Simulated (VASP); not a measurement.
A run of VASP 6.6.1 is set up as follows.

The input INCAR:

```
PREC = Accurate
ENCUT = 600
EDIFF = 1E-6
ISMEAR = 0
SIGMA = 0.1
LREAL = F
LASPH = T
NELM = 100
ALGO = Fast
ISIF = 3
LWAVE = F
LCHARG = F
GGA = PE
IBRION = 2
NSW = 100
EDIFFG = -0.01
```

The input KPOINTS:

```
Automatic mesh
0
Gamma
  12 12 16
```

The input POSCAR:

```
LiRuPb
1.0
    4.3836491950      0.0000000000      0.0000000000
   -2.1918245975      3.7963515641      0.0000000000
    0.0000000000      0.0000000000      3.0322324642
Li Ru Pb
1 1 1
Direct
    0.6666666667      0.3333333333      0.5000000000
    0.0000000000      0.0000000000      0.0000000000
    0.3333333333      0.6666666667      0.5000000000
```

Potentials or basis: VASP PAW PBE potentials, release 64 (Li_sv, Ru_pv, Pb_d).

The run is started by

```bash
$ cat potpaw_PBE.64/Li_sv/POTCAR potpaw_PBE.64/Ru_pv/POTCAR potpaw_PBE.64/Pb_d/POTCAR > POTCAR
$ mpirun -np 1 vasp_std > vasp.out
```

Q: What does it give for the relaxed cell?

A: a = 4.394 Å, b = 4.394 Å, c = 3.014 Å, α = 90.00°, β = 90.00°, γ = 120.00°.

Q: Estimate the space group after relaxing (to 0.05 Å).

A: P-6m2 (No. 187).

Q: What does it give for the relaxed volume?

A: 16.80 Å³/atom.

The path:
| step | energy change (eV) | largest force (eV/Å) | pressure (GPa) | volume (Å³) |
| --- | --- | --- | --- | --- |
| 1 | 0.0000 | 0.0000 | -0.20 | 50.46 |
| 2 | -0.0009 | 0.0000 | 0.11 | 50.31 |
| 3 | -0.0010 | 0.0000 | 0.15 | 50.29 |
| 4 | -0.0010 | 0.0000 | 0.18 | 50.28 |
| 5 | -0.0010 | 0.0000 | -0.04 | 50.40 |

Caveat: the cutoff is under 1.25 times the usual one of these potentials, so pressure, stress and relaxed cells hold a basis-set (Pulay) error.
